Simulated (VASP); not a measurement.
# Ca10Mg2S in VASP: notebook

The runs below take Ca10Mg2S through single point, with PBE.

Program: VASP 6.6.1. These are calculated values, not measurements. Logs are shortened: lines on timing, memory, paths and dates and some standing lists are left out, and cuts for length are marked.

**1. The cell of the first run**

The cell holds a slab with vacuum, 13 atoms: a = 6.607 Å, b = 6.210 Å, c = 22.601 Å, α = 90.00°, β = 90.00°, γ = 90.00°.

**2. Single point, PBE**

The input, INCAR:

```
SYSTEM = Ca10Mg2S
ALGO = Normal
EDIFF = 1E-6
ENCUT = 520
GGA = PE
ISIF = 2
ISMEAR = 0
LASPH = .True.
LCHARG = .False.
LREAL = .False.
LWAVE = .False.
NBANDS = 67
NELM = 100
PREC = Accurate
SIGMA = 0.05
```

The input, KPOINTS:

```
k-points
0
Gamma
  3 3 1
  0 0 0
```

The input, POSCAR:

```
Ca10Mg2S
1.0
    6.6066120000      0.0000000000      0.0000000000
    0.0000000000      6.2102690000      0.0000000000
    0.0000000000      0.0000000000     22.6012710000
Ca Mg S
10 2 1
Direct
    0.6491482901      0.5001883646      0.2064853658
    0.1555099484      0.4995578687      0.1125409462
    0.6781056000      0.5000000000      0.0442453000
    0.9920338374     -0.0013023341      0.1952312969
    0.4973425784     -0.0000007803      0.1196647292
    0.0474261453      0.4901672866      0.4661388145
    0.6135623210      0.5132055645      0.3702161110
    0.1514364177      0.4972246511      0.2842510153
    0.5236498388      0.0290819018      0.4586859511
    1.0135424632     -0.0044673049      0.3612471084
    0.0000000000      0.0000000000      0.0442453000
    0.5003857005      0.0029690121      0.2866879123
    0.6457700436      0.4303694152      0.4875167929
```

Potentials or basis: VASP PAW PBE potentials, release 64 (Ca_sv, Mg, S).

On the command line:

```bash
cat potpaw_PBE.64/Ca_sv/POTCAR potpaw_PBE.64/Mg/POTCAR potpaw_PBE.64/S/POTCAR > POTCAR
mpirun -np 1 vasp_std > vasp.out
```

OUTCAR:

```text
SYSTEM = Ca10Mg2S
   EDIFF = 1E-6
   ENCUT = 520
   GGA = PE
   ISIF = 2
   ISMEAR = 0
   LASPH = .True.
   LREAL = .False.
   NELM = 100
   PREC = Accurate

 ion  position               nearest neighbor table
   1  0.649  0.500  0.206-
   2  0.156  0.500  0.113-
   3  0.678  0.500  0.044-
   4  0.992  0.999  0.195-  11 3.41
   5  0.497  1.000  0.120-
   6  0.047  0.490  0.466-  13 2.72
   7  0.614  0.513  0.370-  13 2.71
   8  0.151  0.497  0.284-
   9  0.524  0.029  0.459-  13 2.70
  10  0.014  0.996  0.361-
  11  0.000  0.000  0.044-   4 3.41
  12  0.500  0.003  0.287-
  13  0.646  0.430  0.488-   9 2.70   7 2.71   6 2.72

  LATTYP: Found a simple orthorhombic cell.
 ALAT       =     6.2102690000
 B/A-ratio  =     1.0638205849
 C/A-ratio  =     3.6393384892

  Lattice vectors:

 A1 = (   0.0000000000,  -6.2102690000,   0.0000000000)
 A2 = (   6.6066120000,   0.0000000000,   0.0000000000)
 A3 = (   0.0000000000,   0.0000000000,  22.6012710000)

Analysis of symmetry for initial positions (statically):
=====================================================================
 Subroutine PRICEL returns:
 Original cell was already a primitive cell.

 Routine SETGRP: Setting up the symmetry group for a
 simple orthorhombic supercell.

 Subroutine GETGRP returns: Found  1 space group operations
 (whereof  1 operations were pure point group operations)
 out of a pool of  8 trial point group operations.

The static configuration has the point symmetry C_1 .

Analysis of symmetry for dynamics (positions and initial velocities):
=====================================================================
 Subroutine PRICEL returns:
 Original cell was already a primitive cell.

 Routine SETGRP: Setting up the symmetry group for a
 simple orthorhombic supercell.

 Subroutine GETGRP returns: Found  1 space group operations
 (whereof  1 operations were pure point group operations)
 out of a pool of  8 trial point group operations.

The dynamic configuration has the point symmetry C_1 .

 Subroutine INISYM returns: Found  1 space group operations
 (whereof  1 operations are pure point group operations),
 and found     1 'primitive' translations

----------------------------------------------------------------------------------------

                                     Primitive cell

  volume of cell :     927.3039

  direct lattice vectors                    reciprocal lattice vectors
     6.606612000  0.000000000  0.000000000     0.151363513  0.000000000  0.000000000
     0.000000000  6.210269000  0.000000000     0.000000000  0.161023621  0.000000000
     0.000000000  0.000000000 22.601271000     0.000000000  0.000000000  0.044245299

  length of vectors
     6.606612000  6.210269000 22.601271000     0.151363513  0.161023621  0.044245299

  position of ions in fractional coordinates (direct lattice)
     0.649148290  0.500188365  0.206485366
     0.155509948  0.499557869  0.112540946
     0.678105600  0.500000000  0.044245300
     0.992033837  0.998697666  0.195231297
     0.497342578  0.999999220  0.119664729
     0.047426145  0.490167287  0.466138814
     0.613562321  0.513205564  0.370216111
     0.151436418  0.497224651  0.284251015
     0.523649839  0.029081902  0.458685951
     0.013542463  0.995532695  0.361247108
     0.000000000  0.000000000  0.044245300
     0.500385700  0.002969012  0.286687912
     0.645770044  0.430369415  0.487516793

  ion indices of the primitive-cell ions
   primitive index   ion index
                 1           1
                 2           2
                 3           3
                 4           4
                 5           5
                 6           6
                 7           7
                 8           8
                 9           9
                10          10
                11          11
                12          12
                13          13

----------------------------------------------------------------------------------------

 KPOINTS: k-points

Automatic generation of k-mesh.
 Grid dimensions read from file:
 generate k-points for:    3    3    1

 Generating k-lattice:

  Cartesian coordinates                     Fractional coordinates (reciprocal lattice)
     0.050454504  0.000000000  0.000000000     0.333333333  0.000000000  0.000000000
     0.000000000  0.053674540  0.000000000     0.000000000  0.333333333  0.000000000
     0.000000000  0.000000000  0.044245299     0.000000000  0.000000000  1.000000000

  Length of vectors
     0.050454504  0.053674540  0.044245299

  Shift w.r.t. Gamma in fractional coordinates (k-lattice)
     0.000000000  0.000000000  0.000000000

 Subroutine IBZKPT returns following result:
 ===========================================

 Found      5 irreducible k-points:

 Following reciprocal coordinates:
            Coordinates               Weight
  0.000000  0.000000  0.000000      1.000000
  0.333333  0.000000  0.000000      2.000000
  0.000000  0.333333  0.000000      2.000000
  0.333333  0.333333  0.000000      2.000000
 -0.333333  0.333333  0.000000      2.000000
   k-points           NKPTS =      5   k-points in BZ     NKDIM =      5   number of bands    NBANDS=     67
   number of dos      NEDOS =    301   number of ions     NIONS =     13
   total plane-waves  NPLWV = 403200
   dimension x,y,z NGX =    50 NGY =   48 NGZ =  168
   dimension x,y,z NGXF=   100 NGYF=   96 NGZF=  336
   ions per type =              10   2   1
   NGX,Y,Z   is equivalent  to a cutoff of  12.58, 12.85, 12.36 a.u.
   NGXF,Y,Z  is equivalent  to a cutoff of  25.16, 25.70, 24.71 a.u.
 SYSTEM =  Ca10Mg2S
   PREC   = accura    normal or accurate (medium, high low for compatibility)
   ISTART =      0    job   : 0-new  1-cont  2-samecut
   ICHARG =      2    charge: 1-file 2-atom 10-const
   ISPIN  =      1    spin polarized calculation?
   LNONCOLLINEAR =      F non collinear calculations
   LSORBIT =      F    spin-orbit coupling
   LASPH  =      T    aspherical Exc in radial PAW
   ENCUT  =  520.0 eV  38.22 Ry    6.18 a.u.  12.28 11.55 42.02*2*pi/ulx,y,z
   NELM   =    100;   NELMIN=  2; NELMDL= -5     # of ELM steps
   EDIFF  = 0.1E-05   stopping-criterion for ELM
   LREAL  =      F    real-space projection
   EDIFFG = 0.1E-04   stopping-criterion for IOM
   NSW    =      0    number of steps for IOM
   IBRION =     -1    ionic relax: 0-MD 1-quasi-New 2-CG
   NFREE  =      0    steps in history (QN), initial steepest desc. (CG)
   ISIF   =      2    stress and relaxation
   ISYM   =      2    0-nonsym 1-usesym 2-fastsym
   POTIM  = 0.5000    time-step for ionic-motion
   TEBEG  =    0.0;   TEEND  =   0.0 temperature during run
   PSTRESS=    0.0 pullay stress
   NELECT =     110.0000    total number of electrons
   NUPDOWN=      -1.0000    fix difference up-down
   EMIN   =  10.00;   EMAX   =-10.00  energy-range for DOS
   EFERMI =   0.00;   METHOD = LEGACY
   ISMEAR =     0;   SIGMA  =   0.05  broadening in eV -4-tet -1-fermi 0-gaus
   EFERMI_NEDOS =   21; number of points for ismear=-14 and -15
   IALGO  =     38    algorithm
   IMIX   =      4    mixing-type and parameters
     AMIX     =   0.40;   BMIX     =  1.00
     AMIX_MAG =   1.60;   BMIX_MAG =  1.00
  volume/ion in A,a.u.               =      71.33       481.37
  Fermi-wavevector in a.u.,A,eV,Ry     =   0.804387  1.520071  8.803492  0.647038
  Thomas-Fermi vector in A             =   1.912434
   LORBIT       =      0    0 simple, 1 ext, 2 COOP (PROOUT), +10 PAW based schemes
   GGA     = PE    functional components
   LHFCALC =     F    Hartree Fock is set to
   AEXX    =    0.0000 exact exchange contribution
   IVDW    =     0    specifies the selected vdW correction
   LEPSILON=     F    determine dielectric tensor
   LRPA    =     F    only Hartree local field effects (RPA)
 non-spin polarized calculation
 Gauss-broadening in eV      SIGMA  =   0.05
  energy-cutoff  :      520.00
  volume of cell :      927.30
 maximum number of plane-waves:     25023
 NGX is ok and might be reduce to    50
   NGX = 25   NGY = 23   NGZ = 85

 number of electron     110.0000009 magnetization

 Free energy of the ion-electron system (eV)
  ---------------------------------------------------
  ext. energy  EPLUGINS =         0.00000000
  ---------------------------------------------------
  free energy    TOTEN  =       -26.91282782 eV

  energy without entropy =      -26.89837922  energy(sigma->0) =      -26.90560352

 E-fermi :  -0.1978     XC(G=0):  -4.8237

 val. band max:       -0.2162816228   @ k =  -0.3333   0.3333   0.0000
 cond. band min:      -0.1367683719   @ k =   0.0000   0.0000   0.0000
 fundamental gap:      0.0795132509
 Fermi energy:        -0.1977703987

 k-point     1 :       0.0000    0.0000    0.0000
  band No.  band energies     occupation
      1     -42.7942      2.00000
      2     -42.7242      2.00000
      3     -42.6820      2.00000
      4     -42.3163      2.00000
      5     -42.1574      2.00000
      6     -42.1436      2.00000
[... 59 lines left out ...]
     66       0.9201      0.00000
     67       1.1214      0.00000

 k-point     2 :       0.3333    0.0000    0.0000
  band No.  band energies     occupation
      1     -42.7941      2.00000
      2     -42.7242      2.00000
      3     -42.6820      2.00000
      4     -42.3163      2.00000
      5     -42.1573      2.00000
      6     -42.1435      2.00000
[... 59 lines left out ...]
     66       1.0026      0.00000
     67       1.1290      0.00000

 k-point     3 :       0.0000    0.3333    0.0000
  band No.  band energies     occupation
      1     -42.7942      2.00000
      2     -42.7242      2.00000
      3     -42.6820      2.00000
      4     -42.3162      2.00000
      5     -42.1573      2.00000
      6     -42.1437      2.00000
[... 59 lines left out ...]
     66       0.9854      0.00000
     67       1.0315      0.00000

 k-point     4 :       0.3333    0.3333    0.0000
  band No.  band energies     occupation
      1     -42.7941      2.00000
      2     -42.7242      2.00000
      3     -42.6820      2.00000
      4     -42.3162      2.00000
      5     -42.1572      2.00000
      6     -42.1436      2.00000
[... 59 lines left out ...]
     66       1.0353      0.00000
     67       1.2443      0.00000

 k-point     5 :      -0.3333    0.3333    0.0000
  band No.  band energies     occupation
      1     -42.7941      2.00000
      2     -42.7242      2.00000
      3     -42.6820      2.00000
      4     -42.3162      2.00000
      5     -42.1572      2.00000
      6     -42.1436      2.00000
[... 59 lines left out ...]
     66       1.0833      0.00000
     67       1.2428      0.00000

------------------------ aborting loop because EDIFF is reached ----------------------------------------

  FORCE on cell =-STRESS in cart. coord.  units (eV):
  Direction    XX          YY          ZZ          XY          YZ          ZX
  --------------------------------------------------------------------------------------
  -------------------------------------------------------------------------------------
  Total       -3.7986023     -2.6164855      0.0058873      0.0513324     -0.0293806     -0.0862088
  in kB       -6.5631500     -4.5207120      0.0101719      0.0886911     -0.0507632     -0.1489499
  external PRESSURE =      -3.6912300 kB  Pullay stress =       0.0000000 kB

 VOLUME and BASIS-vectors are now :
 -----------------------------------------------------------------------------
  energy-cutoff  :      520.00
  volume of cell :      927.30
      direct lattice vectors                 reciprocal lattice vectors
     6.606612000  0.000000000  0.000000000     0.151363513  0.000000000  0.000000000
     0.000000000  6.210269000  0.000000000     0.000000000  0.161023621  0.000000000
     0.000000000  0.000000000 22.601271000     0.000000000  0.000000000  0.044245299

 POSITION                                       TOTAL-FORCE (eV/Angst)
 -----------------------------------------------------------------------------------
      4.28867      3.10630      4.66683        -0.004379     -0.000357      0.002145
      1.02739      3.10239      2.54357         0.004234     -0.000261      0.000015
      4.47998      3.10513      1.00000         0.068038      0.001658     -0.343752
      6.55398      6.20218      4.41248        -0.001438      0.000678      0.000781
      3.28575      6.21026      2.70457        -0.001222      0.000371     -0.005020
      0.31333      3.04407     10.53533         0.010915      0.003817      0.006104
      4.05357      3.18714      8.36735        -0.003414      0.010573     -0.012887
      1.00048      3.08790      6.42443         0.002986      0.000138      0.000692
      3.45955      0.18061     10.36689        -0.003944     -0.028982      0.001602
      0.08947      6.18253      8.16464         0.000609      0.004263     -0.004790
      0.00000      0.00000      1.00000        -0.058498     -0.001485      0.338721
      3.30585      0.01844      6.47951        -0.002020      0.000248      0.004471
      4.26635      2.67271     11.01850        -0.011868      0.009338      0.011918
 -----------------------------------------------------------------------------------
    total drift:                               -0.000364      0.000266     -0.000466

  FREE ENERGIE OF THE ION-ELECTRON SYSTEM (eV)
  ---------------------------------------------------
  free  energy   TOTEN  =       -26.9128278173 eV

  energy  without entropy=      -26.8983792233  energy(sigma->0) =      -26.90560352
```

Run time: 14 min. Hardware: 1 thread of Intel Xeon Platinum 8259CL at 2.50GHz (Skylake/Cascade Lake), shared host; peak memory 0.9 GiB.

Results:

```
Free energy            : -26.9128 eV
Largest force          : 0.350 eV/Å
Band gap on the k mesh : zero (bands 55 and 56 overlap by 0.16 eV)
```

Forces in eV/Å, atoms in the order of the input:
```
Ca  -0.004  0.000  0.002
Ca   0.004  0.000  0.000
Ca   0.068  0.002 -0.344
Ca  -0.001  0.001  0.001
Ca  -0.001  0.000 -0.005
Ca   0.011  0.004  0.006
Ca  -0.003  0.011 -0.013
Ca   0.003  0.000  0.001
Ca  -0.004 -0.029  0.002
Ca   0.001  0.004 -0.005
Mg  -0.058 -0.001  0.339
Mg  -0.002  0.000  0.004
S   -0.012  0.009  0.012
```

Caveat: there is no dipole correction, which matters where the two faces differ.

**3. Single point, PBE**

The input, INCAR:

```
  ALGO = Normal
  EDIFF = 1E-6
  ENCUT = 520
  GGA = PE
  ISIF = 2
  ISMEAR = 0
  LASPH = T
  LCHARG = F
  LREAL = F
  LWAVE = F
  NBANDS = 67
  NELM = 60
  PREC = Accurate
  SIGMA = 0.05
```

The input, KPOINTS:

```
k-points
0
Gamma
  3 3 1
```

The input, POSCAR:

```
Ca10Mg2S
1.0
    6.6066120000      0.0000000000      0.0000000000
    0.0000000000      6.2102690000      0.0000000000
    0.0000000000      0.0000000000     22.6012710000
Ca Mg S
10 2 1
Direct
    0.6491483078      0.5001883171      0.2064853786
    0.1555099649      0.4995579096      0.1125409717
    0.6781056614      0.5000000805      0.0442452993
    0.9920338897     -0.0013023590      0.1952313213
    0.4973425108     -0.0000008051      0.1196647304
    0.0474261240      0.4901673341      0.4661388291
    0.6135622918      0.5132056276      0.3702161263
    0.1514364700      0.4972246774      0.2842510052
    0.5236497921      0.0290818320      0.4586859297
    1.0135424935     -0.0044672783      0.3612471175
    0.0000000000      0.0000000000      0.0442452993
    0.5003856742      0.0029689535      0.2866879035
    0.6457700255      0.4303694413      0.4875167861
```

Potentials or basis: VASP PAW PBE potentials, release 64 (Ca_sv, Mg, S).

On the command line:

```bash
cat potpaw_PBE.64/Ca_sv/POTCAR potpaw_PBE.64/Mg/POTCAR potpaw_PBE.64/S/POTCAR > POTCAR
mpirun -np 1 vasp_std > vasp.out
```

Wall time 19 min (1 thread of Intel Xeon Platinum 8259CL at 2.50GHz (Skylake/Cascade Lake), shared host); peak memory 0.9 GiB.

Results (log left out):

* Free energy: -26.9128 eV
* Largest force: 0.350 eV/Å
* Band gap on the k mesh: zero (bands 55 and 56 overlap by 0.16 eV)

Forces on the atoms (eV/Å):
```
Ca  -0.004  0.000  0.002
Ca   0.004  0.000  0.000
Ca   0.068  0.002 -0.344
Ca  -0.001  0.001  0.001
Ca  -0.001  0.000 -0.005
Ca   0.011  0.004  0.006
Ca  -0.003  0.011 -0.013
Ca   0.003  0.000  0.001
Ca  -0.004 -0.029  0.002
Ca   0.001  0.004 -0.005
Mg  -0.058 -0.001  0.339
Mg  -0.002  0.000  0.004
S   -0.012  0.009  0.012
```

Levels at points of the mesh, in eV from the Fermi level:
```csv
k point,band 54,band 55,band 56,band 57,band 58,band 59
"(0.00, 0.00, 0.00)",-0.22,-0.06,-0.04,0.06,0.42,0.50
```

Caveat: there is no dipole correction, which matters where the two faces differ.

The gap in the log of VASP goes by the Fermi energy; the results here count the filled bands.